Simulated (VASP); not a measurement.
SiC:

```
Si C
1.0
     3.01385    0.00000    0.00000
    -1.50692    2.61007    0.00000
     0.00000    0.00000    4.94715
Si C
2 2
Direct
  0.33333 0.66667 0.99965
  0.66667 0.33333 0.49965
  0.33333 0.66667 0.37535
  0.66667 0.33333 0.87535
```

This cell differs from its parent crystal: strain -2.0%.

Base run:

| Item | Value |
| --- | --- |
| Program | VASP 6.6.1 |
| Functional | HSE06 |
| Potentials or basis | VASP PAW PBE potentials, release 64 (Si, C) |
| Cutoff | 520 eV |
| k mesh | 6 × 6 × 4 |
| Occupations | gaussian, width 0.01 eV |
| Spin | no spin polarisation |

Its results: band gap on the k mesh 3.06 eV, indirect (least direct gap 5.21 eV); pressure 13.9 GPa.

**Question.** The run is repeated on the same cell with these changes: functional from HSE06 to r2SCAN; k mesh from 6 × 6 × 4 to 12 × 12 × 6. What comes out?

**Answer.** Band gap on the k mesh 2.56 eV, indirect (least direct gap 4.63 eV); pressure 15.3 GPa.

Several settings changed at once, so the effect can't be laid on one alone.

Caveats: the PAW data sets were made with another functional, which shifts forces and pressure a little.

A k mesh can miss the band edges.
